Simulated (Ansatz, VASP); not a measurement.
**Two plane-wave programs on NaI**

File POSCAR:

```
NaI
1.0
    0.0000000000      3.2364000000      3.2364000000
    3.2364000000      0.0000000000      3.2364000000
    3.2364000000      3.2364000000      0.0000000000
Na I
1 1
Direct
    0.0000000000      0.0000000000      0.0000000000
    0.5000000000      0.5000000000      0.5000000000
```

The input INCAR.step1:

```
  PREC = Accurate
  ENCUT = 520
  ISMEAR = 0
  SIGMA = 0.05
  LREAL = F
  LASPH = T
  NELM = 80
  NBANDS = 14
  GGA = PE
  ALGO = Normal
  EDIFF = 1E-4
  LWAVE = T
  LCHARG = F
```

The input INCAR.step2:

```
  PREC = Accurate
  ENCUT = 520
  EDIFF = 1E-6
  ISMEAR = 0
  SIGMA = 0.05
  LREAL = F
  LASPH = T
  NELM = 80
  ALGO = Normal
  ISIF = 2
  LWAVE = F
  LCHARG = F
  METAGGA = R2SCAN
  LMIXTAU = T
  NBANDS = 14
  ISTART = 1
```

File KPOINTS:

```
regular mesh
0
Gamma
  8 8 8
```

Input for Ansatz:

```yaml
crystal:
  lattice:
    - [0.0, 3.2364, 3.2364]
    - [3.2364, 0.0, 3.2364]
    - [3.2364, 3.2364, 0.0]
  atoms:
    - { symbol: Na, position: [0.0, 0.0, 0.0] }
    - { symbol: I, position: [0.5, 0.5, 0.5] }
basis:
  ecutwfc: 500
kpoints:
  mp_grid: { grid: [8, 8, 8] }
hamiltonian:
  xc: r2scan
scf:
  occupations: { method: gaussian, width: 0.05 }
output:
  forces: true
  stress: true
  eigenvalues: true
```

Alike in both runs: task single point; functional r2SCAN; k mesh 8 × 8 × 8; occupations gaussian, width 0.05 eV; no spin polarisation.

|  | VASP | Ansatz |
| --- | --- | --- |
| version | VASP 6.6.1 | Ansatz 0.2.0 |
| potentials or method | VASP PAW PBE potentials, release 64 (Na_pv, I), cutoff 520 eV | scalar-relativistic, plane waves, PAW |
| valence electrons in the cell | 14 | 26 |

```tsv
	VASP	Ansatz	Ansatz less VASP
gap on the k mesh at the Fermi level (eV)	4.44	4.43	-0.009
least direct gap on the mesh (eV)	4.44	4.43	-0.009
pressure (GPa)	-0.2	-0.1	+0.09
```

VASP's potentials were made for PBE, not for r2SCAN. With one functional, cell and mesh, what is left measures potentials, basis and numerics. VASP's potentials hold 14 valence electrons a cell and Ansatz's 26, so a difference there can come from the potentials and not from the codes.

Neither program's run includes spin-orbit coupling.
